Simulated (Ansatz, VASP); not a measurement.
# Two plane-wave programs on Pd

```
CELL_PARAMETERS angstrom
-2.45725 2.45725 1.32695
2.45725 -2.45725 1.32695
2.45725 2.45725 -1.32695
ATOMIC_POSITIONS crystal
Pd 0.00000 0.00000 0.00000
Pd 0.75000 0.25000 0.50000
```

Alike in both runs: task relaxation of cell and atoms; functional PBEsol; k mesh 24 × 24 × 24; occupations gaussian, width 0.1 eV; no spin polarisation.

|  | VASP | Ansatz |
| --- | --- | --- |
| version | VASP 6.6.1 | Ansatz 0.2.0 |
| potentials or method | VASP PAW PBE potentials, release 64 (Pd), cutoff 600 eV | scalar-relativistic, plane waves, PAW |
| valence electrons in the cell | 20 | 36 |

VASP gave:

| Property | Result |
| --- | --- |
| gap on the k mesh at the Fermi level, each at its own relaxed structure (eV) | none |
| relaxed volume (Å³/atom) | 15.95 |
| relaxed length of the cell vector where the two differ most in proportion (Å) | 3.718 |

Question: Estimate Ansatz's values.

Answer: gap on the k mesh at the Fermi level, each at its own relaxed structure (eV): none; relaxed volume (Å³/atom): 16.00; relaxed length of the cell vector where the two differ most in proportion (Å): 3.723.

VASP's potentials were made for PBE, not for PBEsol. A gap of «none» marks a metal or a gap that the smearing closes. VASP's potentials hold 20 valence electrons a cell and Ansatz's 36, so a difference there can come from the potentials and not from the codes.
